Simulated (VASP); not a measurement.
Here is a VASP 6.6.1 calculation.

Contents of INCAR:

```
SYSTEM = CoO
ALGO = Normal ; EDIFF = 1E-6
ENCUT = 700 ; GGA = PE
GGA_COMPAT = .FALSE. ; ISIF = 2
ISMEAR = 0 ; ISPIN = 2
LASPH = .TRUE. ; LCHARG = .TRUE.
LDAU = .TRUE. ; LDAUJ = 0 0
LDAUL = 2 -1 ; LDAUPRINT = 1
LDAUTYPE = 2 ; LDAUU = 3.3 0
LELF = .TRUE. ; LMAXMIX = 4
LORBIT = 11 ; LREAL = .FALSE.
LVHAR = .TRUE. ; LWAVE = .FALSE.
MAGMOM = 3 0 ; NBANDS = 22
NELM = 200 ; PREC = Accurate
SIGMA = 0.05
```

Contents of KPOINTS:

```
k-points
0
G
  10 10 10
  0 0 0
```

Contents of POSCAR:

```
CoO
1.0
    0.0000000000      2.1315000000      2.1315000000
    2.1315000000      0.0000000000      2.1315000000
    2.1315000000      2.1315000000      0.0000000000
Co O
1 1
Direct
    0.0000000000      0.0000000000      0.0000000000
    0.5000000000      0.5000000000      0.5000000000
```

Potentials or basis: VASP PAW PBE potentials, release 64 (Co_sv, O).

Run with:

```sh
$ cat potpaw_PBE.64/Co_sv/POTCAR potpaw_PBE.64/O/POTCAR > POTCAR
$ mpirun -np 1 vasp_std > vasp.out
```

(1) Estimate the site moments.

(2) Estimate the band gap on the k mesh.

Answers

(1) Co +2.69; O +0.25 μB.

(2) zero (filled and empty bands overlap).

Caveat: a cell with one magnetic atom can't hold antiferromagnetic order, which such compounds often take.
